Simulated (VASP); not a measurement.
# Cd (P6_3/mmc) in VASP: a series of runs, part 3 of 3

VASP 6.6.1. The steps go on from the part before.

### Step 4. Single point, r2SCAN

File POSCAR:

```
Cd
1.0
    2.9509006248      0.0000000000      0.0000000000
   -1.4754503124      2.5555549051      0.0000000000
    0.0000000000      0.0000000000      5.8838547497
Cd
2
Direct
    0.3333333333      0.6666666667      0.2500000000
    0.6666666667      0.3333333333      0.7500000000
```

File INCAR.step1:

```
SYSTEM = Cd
  PREC = Accurate
  ENCUT = 520
  ISMEAR = -1
  SIGMA = 0.1
  LREAL = .False.
  LASPH = .True.
  NELM = 80
  NBANDS = 19
  GGA = PE
  ALGO = Normal
  EDIFF = 1E-4
  LWAVE = .True.
  LCHARG = .False.
```

File INCAR.step2:

```
SYSTEM = Cd
  PREC = Accurate
  ENCUT = 520
  EDIFF = 1E-6
  ISMEAR = -1
  SIGMA = 0.1
  LREAL = .False.
  LASPH = .True.
  NELM = 80
  ALGO = Normal
  ISIF = 2
  LWAVE = .False.
  LCHARG = .False.
  METAGGA = R2SCAN
  LMIXTAU = .True.
  NBANDS = 19
  ISTART = 1
```

File KPOINTS:

```
Automatic mesh
0
Gamma
  13 13 6
  0 0 0
```

Potentials or basis: VASP PAW PBE potentials, release 64 (Cd).

Command:

```console
$ cat potpaw_PBE.64/Cd/POTCAR > POTCAR
$ cp INCAR.step1 INCAR
$ mpirun -np 1 vasp_std > vasp.out
$ cp INCAR.step2 INCAR
$ mpirun -np 1 vasp_std > vasp.out
```

OUTCAR:

```text
SYSTEM = Cd
   PREC = Accurate
   ENCUT = 520
   EDIFF = 1E-6
   ISMEAR = -1
   LREAL = .False.
   LASPH = .True.
   NELM = 80
   ISIF = 2
   METAGGA = R2SCAN
   ISTART = 1

 ion  position               nearest neighbor table
   1  0.333  0.667  0.250-   2 3.40   2 3.40   2 3.40   2 3.40   2 3.40   2 3.40
   2  0.667  0.333  0.750-   1 3.40   1 3.40   1 3.40   1 3.40   1 3.40   1 3.40

  LATTYP: Found a hexagonal cell.
 ALAT       =     2.9509006248
 C/A-ratio  =     1.9939182974

  Lattice vectors:

 A1 = (   2.9509006248,   0.0000000000,   0.0000000000)
 A2 = (  -1.4754503124,   2.5555549051,   0.0000000000)
 A3 = (   0.0000000000,   0.0000000000,   5.8838547497)

Analysis of symmetry for initial positions (statically):
=====================================================================
 Subroutine PRICEL returns:
 Original cell was already a primitive cell.

 Routine SETGRP: Setting up the symmetry group for a
 hexagonal supercell.

 Subroutine GETGRP returns: Found 24 space group operations
 (whereof 12 operations were pure point group operations)
 out of a pool of 24 trial point group operations.

The static configuration has the point symmetry D_3d.
 The point group associated with its full space group is D_6h.

Analysis of symmetry for dynamics (positions and initial velocities):
=====================================================================
 Subroutine PRICEL returns:
 Original cell was already a primitive cell.

 Routine SETGRP: Setting up the symmetry group for a
 hexagonal supercell.

 Subroutine GETGRP returns: Found 24 space group operations
 (whereof 12 operations were pure point group operations)
 out of a pool of 24 trial point group operations.

The dynamic configuration has the point symmetry D_3d.
 The point group associated with its full space group is D_6h.

 Subroutine INISYM returns: Found 24 space group operations
[... 112 lines left out ...]
   ISMEAR =    -1;   SIGMA  =   0.10  broadening in eV -4-tet -1-fermi 0-gaus
   EFERMI_NEDOS =   21; number of points for ismear=-14 and -15
   IALGO  =     38    algorithm
   IMIX   =      4    mixing-type and parameters
     AMIX     =   0.40;   BMIX     =  1.00
     AMIX_MAG =   1.60;   BMIX_MAG =  1.00
  volume/ion in A,a.u.               =      22.19       149.72
  Fermi-wavevector in a.u.,A,eV,Ry     =   1.333863  2.520636 24.207368  1.779191
  Thomas-Fermi vector in A             =   2.462689
   LORBIT       =      0    0 simple, 1 ext, 2 COOP (PROOUT), +10 PAW based schemes
   METAGGA = R2SCAN    functional components
   LHFCALC =     F    Hartree Fock is set to
   AEXX    =    0.0000 exact exchange contribution
   IVDW    =     0    specifies the selected vdW correction
   LEPSILON=     F    determine dielectric tensor
   LRPA    =     F    only Hartree local field effects (RPA)
 non-spin polarized calculation
  energy-cutoff  :      520.00
  volume of cell :       44.37
 maximum number of plane-waves:      1222
 NGX is ok and might be reduce to    24
   NGX = 11   NGY = 11   NGZ = 21

 number of electron      24.0000004 magnetization

 Free energy of the ion-electron system (eV)
  ---------------------------------------------------
  ext. energy  EPLUGINS =         0.00000000
  ---------------------------------------------------
  free energy    TOTEN  =       -40.20413704 eV

  energy without entropy =      -40.18674543  energy(sigma->0) =      -40.19544123

 E-fermi :   2.6382     XC(G=0): -11.6169

 val. band max:        2.6024672035   @ k =   0.3077   0.1538   0.0000
 cond. band min:       2.6418146148   @ k =   0.3846   0.0769   0.0000
 fundamental gap:      0.0393474113
 Fermi energy:         2.6381710057

 k-point     1 :       0.0000    0.0000    0.0000
  band No.  band energies     occupation
      1      -7.6190      2.00000
      2      -7.4267      2.00000
      3      -6.9260      2.00000
      4      -6.9260      2.00000
      5      -6.8896      2.00000
      6      -6.8896      2.00000
[... 505 lines left out ...]
      6      -6.6739      2.00000
[... 11 lines left out ...]
     18      17.6536      0.00000
     19      18.5058      0.00000

 [... further k-points ...]

------------------------ aborting loop because EDIFF is reached ----------------------------------------

  FORCE on cell =-STRESS in cart. coord.  units (eV):
  Direction    XX          YY          ZZ          XY          YZ          ZX
  --------------------------------------------------------------------------------------
  -------------------------------------------------------------------------------------
  Total        0.2954426      0.2954426     -0.1825272     -0.0000000     -0.0000000      0.0000000
  in kB       10.6679754     10.6679754     -6.5907734     -0.0000000     -0.0000000      0.0000000
  external PRESSURE =       4.9150591 kB  Pullay stress =       0.0000000 kB

 VOLUME and BASIS-vectors are now :
 -----------------------------------------------------------------------------
  energy-cutoff  :      520.00
  volume of cell :       44.37
      direct lattice vectors                 reciprocal lattice vectors
     2.950900625  0.000000000  0.000000000     0.338879592  0.195652224  0.000000000
    -1.475450312  2.555554905  0.000000000     0.000000000  0.391304447  0.000000000
     0.000000000  0.000000000  5.883854750     0.000000000  0.000000000  0.169956609

 POSITION                                       TOTAL-FORCE (eV/Angst)
 -----------------------------------------------------------------------------------
     -0.00000      1.70370      1.47096         0.000000      0.000000      0.000000
      1.47545      0.85185      4.41289        -0.000000      0.000000     -0.000000
 -----------------------------------------------------------------------------------
    total drift:                               -0.000000      0.000000      0.000000

  FREE ENERGIE OF THE ION-ELECTRON SYSTEM (eV)
  ---------------------------------------------------
  free  energy   TOTEN  =       -40.2041370352 eV

  energy  without entropy=      -40.1867454339  energy(sigma->0) =      -40.19544123
```

It took 2.3 min on 1 thread of Intel Xeon Platinum 8488C (Sapphire Rapids), shared host; peak memory 0.2 GiB.

Results:

```
Free energy            : -40.2041 eV
Pressure               : 0.5 GPa
Band gap on the k mesh : zero (band 12 reaches 3.97 eV, above the bottom of band 13 at -0.37 eV)
```

Stress tensor (GPa, compression positive):
```
 1.07  0.00  0.00
 0.00  1.07  0.00
 0.00  0.00 -0.66
```

Levels at points of the mesh, in eV from the Fermi level:
| k point | band 10 | band 11 | band 12 | band 13 | band 14 | band 15 |
| --- | --- | --- | --- | --- | --- | --- |
| (0.00, 0.00, 0.00) | -8.79 | -8.79 | -3.70 | -3.00 | 9.48 | 14.02 |
| (0.00, 0.00, 0.50) | -8.87 | -7.46 | -7.46 | 3.06 | 3.06 | 15.91 |

Caveat: the PAW data sets were made with another functional, which shifts forces and pressure a little.

### Step 5. Single point, r2SCAN

POSCAR is that of step 4.

File INCAR.step1:

```
SYSTEM = Cd
PREC = Accurate
ENCUT = 520
ISMEAR = -1
SIGMA = 0.1
LREAL = .False.
LASPH = .True.
NELM = 60
NBANDS = 19
GGA = PE
ALGO = Normal
EDIFF = 1E-4
LWAVE = .True.
LCHARG = .False.
```

File INCAR.step2:

```
SYSTEM = Cd
PREC = Accurate
ENCUT = 520
EDIFF = 1E-7
ISMEAR = -1
SIGMA = 0.1
LREAL = .False.
LASPH = .True.
NELM = 60
ALGO = Normal
ISIF = 2
LWAVE = .False.
LCHARG = .True.
METAGGA = R2SCAN
LMIXTAU = .True.
LELF = .True.
LVHAR = .True.
NBANDS = 19
ISTART = 1
```

File KPOINTS:

```
Automatic mesh
0
Gamma
  18 18 8
  0 0 0
```

Command:

```console
$ cat potpaw_PBE.64/Cd/POTCAR > POTCAR
$ cp INCAR.step1 INCAR
$ mpirun -np 1 vasp_std > vasp.out
$ cp INCAR.step2 INCAR
$ mpirun -np 1 vasp_std > vasp.out
```

Wall time 5.6 min (1 thread of Intel Xeon Platinum 8488C (Sapphire Rapids), shared host); peak memory 0.26 GiB.

The run converged. Its results:

| Quantity | Value |
| --- | --- |
| Free energy | -40.2062 eV |
| Pressure | 0.4 GPa |
| Band gap on the k mesh | zero (band 12 reaches 4.38 eV, above the bottom of band 13 at -0.37 eV) |

Stress tensor (GPa, compression positive):
```
 0.78  0.00  0.00
 0.00  0.78  0.00
 0.00  0.00 -0.32
```

Levels at points of the mesh, in eV from the Fermi level:
| k point | band 8 | band 9 | band 10 | band 11 | band 12 | band 13 | band 14 | band 15 | band 16 | band 17 |
| --- | --- | --- | --- | --- | --- | --- | --- | --- | --- | --- |
| (0.00, 0.00, 0.00) | -9.05 | -8.94 | -8.87 | -8.87 | -3.78 | -3.08 | 9.40 | 13.94 | 15.52 | 16.38 |
| (0.50, 0.00, 0.00) | -8.90 | -8.52 | -8.51 | -2.17 | -1.59 | 1.80 | 3.08 | 3.28 | 5.43 | 9.44 |
| (0.00, 0.00, 0.50) | -8.95 | -8.95 | -8.95 | -7.54 | -7.54 | 2.98 | 2.98 | 15.83 | 15.83 | 17.27 |
| (0.50, 0.00, 0.50) | -8.91 | -8.51 | -8.51 | -1.46 | -1.46 | 0.37 | 0.37 | 7.88 | 7.88 | 10.92 |

Caveat: the PAW data sets were made with another functional, which shifts forces and pressure a little.

### Step 6. Single point, r2SCAN

POSCAR is that of step 5.

File INCAR.step1:

```
  PREC = Accurate
  ENCUT = 520
  ISMEAR = -1
  SIGMA = 0.1
  LREAL = F
  LASPH = T
  NELM = 80
  NBANDS = 19
  GGA = PE
  ALGO = Normal
  EDIFF = 1E-4
  LWAVE = T
  LCHARG = F
```

File INCAR.step2:

```
  PREC = Accurate
  ENCUT = 520
  EDIFF = 1E-7
  ISMEAR = -1
  SIGMA = 0.1
  LREAL = F
  LASPH = T
  NELM = 80
  ALGO = Normal
  ISIF = 2
  LWAVE = F
  LCHARG = F
  METAGGA = R2SCAN
  LMIXTAU = T
  NBANDS = 19
  ISTART = 1
```

File KPOINTS:

```
Automatic mesh
0
Gamma
  20 20 9
```

Potentials or basis: VASP PAW PBE potentials, release 64 (Cd).

Command:

```console
$ cat potpaw_PBE.64/Cd/POTCAR > POTCAR
$ cp INCAR.step1 INCAR
$ mpirun -np 1 vasp_std > vasp.out
$ cp INCAR.step2 INCAR
$ mpirun -np 1 vasp_std > vasp.out
```

Wall time 18 min (1 thread of Oxide Virtual Turin-like, shared host); peak memory 0.25 GiB.

Results (log left out):

* Free energy: -40.2058 eV
* Pressure: 0.4 GPa
* Band gap on the k mesh: zero (band 12 reaches 4.16 eV, above the bottom of band 13 at -0.36 eV)

Stress tensor (GPa, compression positive):
```
0.48 0.00 0.00
0.00 0.48 0.00
0.00 0.00 0.26
```

Levels at points of the mesh, in eV from the Fermi level:
```csv
k point,band 10,band 11,band 12,band 13,band 14,band 15
"(0.00, 0.00, 0.00)",-8.94,-8.94,-3.85,-3.15,9.33,13.87
"(0.50, 0.00, 0.00)",-8.58,-2.24,-1.66,1.73,3.01,3.21
```

Caveat: the PAW data sets were made with another functional, which shifts forces and pressure a little.

### Step 7. Summary

| k mesh | smearing | gap on the mesh (eV) | pressure (GPa) |
| --- | --- | --- | --- |
| 12 × 12 × 6 | methfessel-paxton 0.1 eV | none | 0.4 |
| 12 × 12 × 6 | methfessel-paxton 0.2 eV | none | 0.4 |
| 13 × 13 × 6 | fermi-dirac 0.1 eV | none | 0.5 |
| 18 × 18 × 8 | fermi-dirac 0.1 eV | none | 0.4 |
| 20 × 20 × 9 | fermi-dirac 0.1 eV | none | 0.4 |

Alike in all rows: task single point; level r2SCAN; potentials or basis VASP PAW PBE potentials, release 64 (Cd); no spin polarisation; cell as given; cutoff (eV) 520.

Every run on the cell as given and a fine mesh finds a metal.

Caveats: the PAW data sets were made with another functional, which shifts forces and pressure a little.

Total energies depend on the potentials used, so only differences within one code and one set of settings carry meaning.
